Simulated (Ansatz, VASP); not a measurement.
**SrO: VASP beside Ansatz**

```
Sr O
1.0
     0.00000    2.58682    2.58682
     2.58682    0.00000    2.58682
     2.58682    2.58682    0.00000
Sr O
1 1
Direct
  0.00000 0.00000 0.00000
  0.50000 0.50000 0.50000
```

Change from the starting cell: volume scaled by 1.02, crystal datasets.

Alike in both runs: task electric field gradients; functional PBEsol; k mesh 8 × 8 × 8; occupations fermi-dirac, width 0.03 eV; no spin polarisation.

|  | VASP | Ansatz |
| --- | --- | --- |
| version | VASP 6.6.1 | Ansatz 0.2.0 |
| potentials or method | VASP PAW PBE potentials, release 64 (Sr_sv, O), cutoff 520 eV | all-electron PAW with datasets made for the crystal, scalar-relativistic |

Ansatz gave:

| Quantity | Value |
| --- | --- |
| gap on the k mesh at the Fermi level (eV) | 3.21 |
| pressure (GPa) | -2.6 |

**Question.** Which values does VASP return?

**Answer.** gap on the k mesh at the Fermi level (eV): 3.17; pressure (GPa): -2.1.

VASP's potentials were made for PBE, not for PBEsol. Ansatz ran all-electron here, and VASP with PAW potentials.
